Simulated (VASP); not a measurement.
# BaTiO3 (P4/mmm) in VASP: notebook

BaTiO3 is run at these levels: PBE; tasks: single point.

All numbers are computed with VASP 6.6.1; they aren't measurements. Logs are shortened: lines on timing, memory, paths and dates and some standing lists are left out, and cuts for length are marked.

## 1. The cell of the first run

It takes space group P4/mmm (No. 123, tetragonal). The conventional cell has a = 3.989 Å, b = 3.989 Å, c = 4.140 Å, α = 90.00°, β = 90.00°, γ = 90.00°. Within 3.7 Å of Ba (site symmetry 4/mmm) lie 12 O at 2.82 to 2.87 Å and 8 Ti at 3.50 Å. Ti (site symmetry 4/mmm) has 6 O at 1.99 to 2.07 Å within 2.6 Å. O (site symmetry 4/mmm) has 2 Ti at 2.07 Å within 2.7 Å. O (site symmetry mmm) has 2 Ti at 1.99 Å within 2.6 Å.

## 2. Single point, PBE (uniaxial strain along a: +3.0 %)

File INCAR:

```
PREC = Accurate
ENCUT = 520
EDIFF = 1E-7
ISMEAR = 0
SIGMA = 0.02
LREAL = F
LASPH = T
NELM = 60
ALGO = Normal
ISIF = 2
LWAVE = F
LCHARG = T
GGA = PE
LELF = T
LVHAR = T
NBANDS = 28
```

File KPOINTS:

```
regular mesh
0
Gamma
  8 8 8
```

File POSCAR:

```
BaTiO3
1.0
    4.1398284613      0.0000000000      0.0000000000
    0.0000000000      3.9891065513      0.0000000000
    0.0000000000      0.0000000000      3.9891065513
Ba Ti O
1 1 3
Direct
    0.5000000000      0.5000000000      0.5000000000
    0.0000000000      0.0000000000      0.0000000000
    0.5000000000      0.0000000000      0.0000000000
    0.0000000000      0.5000000000      0.0000000000
    0.0000000000      0.0000000000      0.5000000000
```

Potentials or basis: VASP PAW PBE potentials, release 64 (Ba_sv, Ti_sv, O).

The run is started by

```sh
$ cat potpaw_PBE.64/Ba_sv/POTCAR potpaw_PBE.64/Ti_sv/POTCAR potpaw_PBE.64/O/POTCAR > POTCAR
$ mpirun -np 1 vasp_std > vasp.out
```

OUTCAR:

```text
PREC = Accurate
   ENCUT = 520
   EDIFF = 1E-7
   ISMEAR = 0
   LREAL = F
   LASPH = T
   NELM = 60
   ISIF = 2
   GGA = PE

 ion  position               nearest neighbor table
   1  0.500  0.500  0.500-   3 2.82   3 2.82   3 2.82   3 2.82   4 2.87   5 2.87   5 2.87   4 2.87
                             4 2.87   5 2.87   4 2.87   5 2.87   2 3.50   2 3.50   2 3.50   2 3.50
   2  0.000  0.000  0.000-   4 1.99   5 1.99   5 1.99   4 1.99   3 2.07   3 2.07   1 3.50   1 3.50
                             1 3.50   1 3.50   1 3.50   1 3.50   1 3.50   1 3.50
   3  0.500  0.000  0.000-   2 2.07   2 2.07   1 2.82   1 2.82   1 2.82   1 2.82
   4  0.000  0.500  0.000-   2 1.99   2 1.99   1 2.87   1 2.87   1 2.87   1 2.87
   5  0.000  0.000  0.500-   2 1.99   2 1.99   1 2.87   1 2.87   1 2.87   1 2.87

  LATTYP: Found a simple tetragonal cell.
 ALAT       =     3.9891065513
 C/A-ratio  =     1.0377833753

  Lattice vectors:

 A1 = (   0.0000000000,   3.9891065513,   0.0000000000)
 A2 = (   0.0000000000,   0.0000000000,   3.9891065513)
 A3 = (   4.1398284613,   0.0000000000,   0.0000000000)

Analysis of symmetry for initial positions (statically):
=====================================================================
 Subroutine PRICEL returns:
 Original cell was already a primitive cell.

 Routine SETGRP: Setting up the symmetry group for a
 simple tetragonal supercell.

 Subroutine GETGRP returns: Found 16 space group operations
 (whereof 16 operations were pure point group operations)
 out of a pool of 16 trial point group operations.

The static configuration has the point symmetry D_4h.

Analysis of symmetry for dynamics (positions and initial velocities):
=====================================================================
 Subroutine PRICEL returns:
 Original cell was already a primitive cell.

 Routine SETGRP: Setting up the symmetry group for a
 simple tetragonal supercell.

 Subroutine GETGRP returns: Found 16 space group operations
 (whereof 16 operations were pure point group operations)
 out of a pool of 16 trial point group operations.

The dynamic configuration has the point symmetry D_4h.

 Subroutine INISYM returns: Found 16 space group operations
 (whereof 16 operations are pure point group operations),
 and found     1 'primitive' translations

[... 95 lines left out ...]
   LNONCOLLINEAR =      F non collinear calculations
   LSORBIT =      F    spin-orbit coupling
   LASPH  =      T    aspherical Exc in radial PAW
   ENCUT  =  520.0 eV  38.22 Ry    6.18 a.u.   7.70  7.42  7.42*2*pi/ulx,y,z
   NELM   =     60;   NELMIN=  2; NELMDL= -5     # of ELM steps
   EDIFF  = 0.1E-06   stopping-criterion for ELM
   LREAL  =      F    real-space projection
   EDIFFG = 0.1E-05   stopping-criterion for IOM
   NSW    =      0    number of steps for IOM
   IBRION =     -1    ionic relax: 0-MD 1-quasi-New 2-CG
   NFREE  =      0    steps in history (QN), initial steepest desc. (CG)
   ISIF   =      2    stress and relaxation
   ISYM   =      2    0-nonsym 1-usesym 2-fastsym
   POTIM  = 0.5000    time-step for ionic-motion
   TEBEG  =    0.0;   TEEND  =   0.0 temperature during run
   PSTRESS=    0.0 pullay stress
   NELECT =      40.0000    total number of electrons
   NUPDOWN=      -1.0000    fix difference up-down
   EMIN   =  10.00;   EMAX   =-10.00  energy-range for DOS
   EFERMI =   0.00;   METHOD = LEGACY
   ISMEAR =     0;   SIGMA  =   0.02  broadening in eV -4-tet -1-fermi 0-gaus
   EFERMI_NEDOS =   21; number of points for ismear=-14 and -15
   IALGO  =     38    algorithm
   IMIX   =      4    mixing-type and parameters
     AMIX     =   0.40;   BMIX     =  1.00
     AMIX_MAG =   1.60;   BMIX_MAG =  1.00
  volume/ion in A,a.u.               =      13.18        88.91
  Fermi-wavevector in a.u.,A,eV,Ry     =   1.386278  2.619685 26.147218  1.921766
  Thomas-Fermi vector in A             =   2.510609
   LORBIT       =      0    0 simple, 1 ext, 2 COOP (PROOUT), +10 PAW based schemes
   GGA     = PE    functional components
   LHFCALC =     F    Hartree Fock is set to
   AEXX    =    0.0000 exact exchange contribution
   IVDW    =     0    specifies the selected vdW correction
   LEPSILON=     F    determine dielectric tensor
   LRPA    =     F    only Hartree local field effects (RPA)
 non-spin polarized calculation
 Gauss-broadening in eV      SIGMA  =   0.02
  energy-cutoff  :      520.00
  volume of cell :       65.88
 maximum number of plane-waves:      1803
 NGX is ok and might be reduce to    32
   NGX = 15   NGY = 15   NGZ = 15

 number of electron      39.9999988 magnetization

 Free energy of the ion-electron system (eV)
  ---------------------------------------------------
  ext. energy  EPLUGINS =         0.00000000
  ---------------------------------------------------
  free energy    TOTEN  =       -39.95420823 eV

  energy without entropy =      -39.95420823  energy(sigma->0) =      -39.95420823

 E-fermi :   3.9393     XC(G=0): -11.1173

 val. band max:        3.6780128303   @ k =   0.5000   0.5000   0.5000
 cond. band min:       5.3000212714   @ k =   0.0000   0.0000   0.0000
 fundamental gap:      1.6220084410
 Fermi energy:         3.9393237496

 k-point     1 :       0.0000    0.0000    0.0000
  band No.  band energies     occupation
      1     -53.1178      2.00000
      2     -29.3180      2.00000
      3     -29.3180      2.00000
      4     -29.3134      2.00000
      5     -21.2521      2.00000
      6     -13.2378      2.00000
[... 733 lines left out ...]
     27      11.4497      0.00000
     28      13.0009      0.00000

 [... further k-points ...]
[... 5 lines left out ...]
  --------------------------------------------------------------------------------------
  -------------------------------------------------------------------------------------
  Total       -1.8284962      0.6937225      0.6937225      0.0000000      0.0000000      0.0000000
  in kB      -44.4703980     16.8718520     16.8718520      0.0000000      0.0000000      0.0000000
  external PRESSURE =      -3.5755646 kB  Pullay stress =       0.0000000 kB

 VOLUME and BASIS-vectors are now :
 -----------------------------------------------------------------------------
  energy-cutoff  :      520.00
  volume of cell :       65.88
      direct lattice vectors                 reciprocal lattice vectors
     4.139828461  0.000000000  0.000000000     0.241555902  0.000000000  0.000000000
     0.000000000  3.989106551  0.000000000     0.000000000  0.250682700  0.000000000
     0.000000000  0.000000000  3.989106551     0.000000000  0.000000000  0.250682700

 POSITION                                       TOTAL-FORCE (eV/Angst)
 -----------------------------------------------------------------------------------
      2.06991      1.99455      1.99455         0.000000      0.000000      0.000000
      0.00000      0.00000      0.00000         0.000000      0.000000      0.000000
      2.06991      0.00000      0.00000         0.000000      0.000000      0.000000
      0.00000      1.99455      0.00000         0.000000      0.000000      0.000000
      0.00000      0.00000      1.99455         0.000000      0.000000      0.000000
 -----------------------------------------------------------------------------------
    total drift:                                0.000000      0.000000     -0.000000

  FREE ENERGIE OF THE ION-ELECTRON SYSTEM (eV)
  ---------------------------------------------------
  free  energy   TOTEN  =       -39.9542082275 eV

  energy  without entropy=      -39.9542082275  energy(sigma->0) =      -39.95420823
```

OSZICAR:

```text
N       E                     dE             d eps       ncg     rms          rms(c)
DAV:   1     0.422692812117E+03    0.42269E+03   -0.20297E+04  4200   0.151E+03
DAV:   2    -0.878448437810E+01   -0.43148E+03   -0.41133E+03  4900   0.411E+02
DAV:   3    -0.491279909190E+02   -0.40344E+02   -0.39952E+02  4948   0.132E+02
DAV:   4    -0.510475918898E+02   -0.19196E+01   -0.19160E+01  6628   0.255E+01
DAV:   5    -0.510812343537E+02   -0.33642E-01   -0.33633E-01  5420   0.316E+00    0.224E+01
DAV:   6    -0.402264670857E+02    0.10855E+02   -0.58389E+01  5852   0.649E+01    0.990E+00
DAV:   7    -0.401442966530E+02    0.82170E-01   -0.10556E+01  5528   0.233E+01    0.640E+00
DAV:   8    -0.399568292819E+02    0.18747E+00   -0.63902E-01  5252   0.679E+00    0.348E+00
DAV:   9    -0.399906140009E+02   -0.33785E-01   -0.42349E-01  5980   0.557E+00    0.175E+00
DAV:  10    -0.399591640942E+02    0.31450E-01   -0.20289E-01  4964   0.442E+00    0.575E-01
DAV:  11    -0.399542899839E+02    0.48741E-02   -0.22562E-02  5160   0.934E-01    0.183E-01
DAV:  12    -0.399542181774E+02    0.71806E-04   -0.15266E-03  5148   0.335E-01    0.476E-02
DAV:  13    -0.399542758843E+02   -0.57707E-04   -0.18293E-04  5904   0.979E-02    0.777E-02
DAV:  14    -0.399542088708E+02    0.67013E-04   -0.15283E-04  4812   0.121E-01    0.126E-02
DAV:  15    -0.399542077033E+02    0.11675E-05   -0.16215E-05  6336   0.285E-02    0.373E-03
DAV:  16    -0.399542084848E+02   -0.78156E-06   -0.21931E-06  4764   0.105E-02    0.259E-03
DAV:  17    -0.399542082671E+02    0.21770E-06   -0.50389E-07  4556   0.409E-03    0.127E-03
DAV:  18    -0.399542082275E+02    0.39675E-07   -0.34563E-08  2776   0.126E-03
   1 F= -.39954208E+02 E0= -.39954208E+02  d E =-.160484E-78
```

Wall time 78 s (1 thread of AMD EPYC 9R45 (Zen 5), shared host); peak memory 0.24 GiB.

What came out:

```
Free energy            : -39.9542 eV
Pressure               : -0.4 GPa
Band gap on the k mesh : 1.62 eV, indirect (least direct gap 1.83 eV)
```

Stress tensor (GPa, compression positive):
```
-4.45  0.00  0.00
 0.00  1.69  0.00
 0.00  0.00  1.69
```

Caveat: the cell differs from its parent crystal (uniaxial strain along a: +3.0 %); spin-orbit coupling is left out, which moves the levels of the heavy elements. A k mesh can miss the band edges.

## 3. Single point, PBE

File INCAR:

```
SYSTEM = BaTiO3
PREC = Accurate
ENCUT = 520
EDIFF = 1E-7
ISMEAR = 0
SIGMA = 0.02
LREAL = .FALSE.
LASPH = .TRUE.
NELM = 100
ALGO = Normal
ISIF = 2
LWAVE = .FALSE.
LCHARG = .TRUE.
GGA = PE
LELF = .TRUE.
LVHAR = .TRUE.
NBANDS = 28
```

File KPOINTS:

```
regular mesh
0
G
  8 8 8
  0 0 0
```

Edit POSCAR of step 2 so:

```diff
@@ -3,4 +3,4 @@
     4.1398284613      0.0000000000      0.0000000000
-    0.0000000000      3.9891065513      0.0000000000
-    0.0000000000      0.0000000000      3.9891065513
+    0.0000000000      3.9889502321      0.0000000000
+    0.0000000000      0.0000000000      3.9889502321
 Ba Ti O
```

Potentials or basis: VASP PAW PBE potentials, release 64 (Ba_sv, Ti_sv, O).

The run is started by

```sh
$ cat potpaw_PBE.64/Ba_sv/POTCAR potpaw_PBE.64/Ti_sv/POTCAR potpaw_PBE.64/O/POTCAR > POTCAR
$ mpirun -np 1 vasp_std > vasp.out
```

Wall time 81 s (1 thread of AMD EPYC 9R45 (Zen 5), shared host); peak memory 0.24 GiB.

The run converged. Its results:

```yaml
Free_energy: -39.9541 eV
Pressure: -0.3 GPa
Band_gap_on_the_k_mesh: 1.62 eV, indirect (least direct gap 1.83 eV)
```

Stress tensor (GPa, compression positive):
```
-4.44  0.00  0.00
 0.00  1.70  0.00
 0.00  0.00  1.70
```

Levels at points of the mesh, in eV from the valence-band top:
```csv
k point,band 17,band 18,band 19,band 20,band 21,band 22,band 23,band 24
"(0.00, 0.00, 0.00)",-1.05,-0.25,-0.20,-0.20,1.62,1.62,1.69,3.53
"(0.50, 0.00, 0.00)",-1.59,-1.59,-0.74,-0.74,1.81,3.11,3.11,3.82
"(0.00, 0.50, 0.00)",-1.97,-1.86,-0.80,-0.75,1.78,3.40,3.42,3.60
"(0.50, 0.50, 0.00)",-1.78,-1.05,-1.03,-0.19,3.12,3.42,3.67,4.60
"(0.00, 0.50, 0.50)",-1.75,-0.74,-0.74,-0.07,3.40,3.40,3.85,4.26
"(0.50, 0.50, 0.50)",-2.37,-0.06,-0.06,0.00,3.90,3.90,4.06,6.47
```

Caveat: spin-orbit coupling is left out, which moves the levels of the heavy elements. A k mesh can miss the band edges.

## 4. Single point, PBE (strain along c alone, the other axes held: +2.0 %)

File INCAR:

```
PREC = Accurate ; ENCUT = 520
EDIFF = 1E-6 ; ISMEAR = 0
SIGMA = 0.02 ; LREAL = F
LASPH = T ; NELM = 80
ALGO = Normal ; ISIF = 2
LWAVE = F ; LCHARG = F
GGA = PE ; NBANDS = 28
```

File KPOINTS:

```
Automatic mesh
0
Gamma
  8 8 8
```

Edit POSCAR of step 3 so:

```diff
@@ -2,5 +2,5 @@
 1.0
-    4.1398284613      0.0000000000      0.0000000000
-    0.0000000000      3.9889502321      0.0000000000
-    0.0000000000      0.0000000000      3.9889502321
+    4.0192509343      0.0000000000      0.0000000000
+    0.0000000000      4.0192509343      0.0000000000
+    0.0000000000      0.0000000000      4.0996359530
 Ba Ti O
```

The run is started by

```sh
$ cat potpaw_PBE.64/Ba_sv/POTCAR potpaw_PBE.64/Ti_sv/POTCAR potpaw_PBE.64/O/POTCAR > POTCAR
$ mpirun -np 1 vasp_std > vasp.out
```

Wall time 1.8 min (1 thread of Intel Xeon Platinum 8375C at 2.90GHz (Ice Lake), shared host); peak memory 0.26 GiB.

Results (log left out):

```yaml
Free_energy: -39.9748 eV
Pressure: -1.4 GPa
Band_gap_on_the_k_mesh: 1.64 eV, indirect (least direct gap 1.83 eV)
```

Stress tensor (GPa, compression positive):
```
-0.31  0.00  0.00
 0.00 -0.31  0.00
 0.00  0.00 -3.56
```

Levels at points of the mesh, in eV from the valence-band top:
```csv
k point,band 17,band 18,band 19,band 20,band 21,band 22,band 23,band 24
"(0.00, 0.00, 0.00)",-1.04,-0.21,-0.19,-0.19,1.64,1.64,1.68,3.58
"(0.50, 0.00, 0.00)",-1.88,-1.84,-0.76,-0.73,1.79,3.35,3.36,3.62
"(0.50, 0.50, 0.00)",-1.74,-0.81,-0.81,-0.08,3.35,3.35,3.78,4.34
"(0.00, 0.00, 0.50)",-1.68,-1.68,-0.73,-0.73,1.81,3.19,3.19,3.74
"(0.50, 0.00, 0.50)",-1.76,-0.97,-0.96,-0.14,3.20,3.36,3.68,4.53
"(0.50, 0.50, 0.50)",-2.39,-0.04,-0.04,0.00,3.91,3.91,4.00,6.52
```

Caveat: the cell differs from its parent crystal (strain along c alone, the other axes held: +2.0 %); spin-orbit coupling is left out, which moves the levels of the heavy elements.

[end of part 1 of 2]
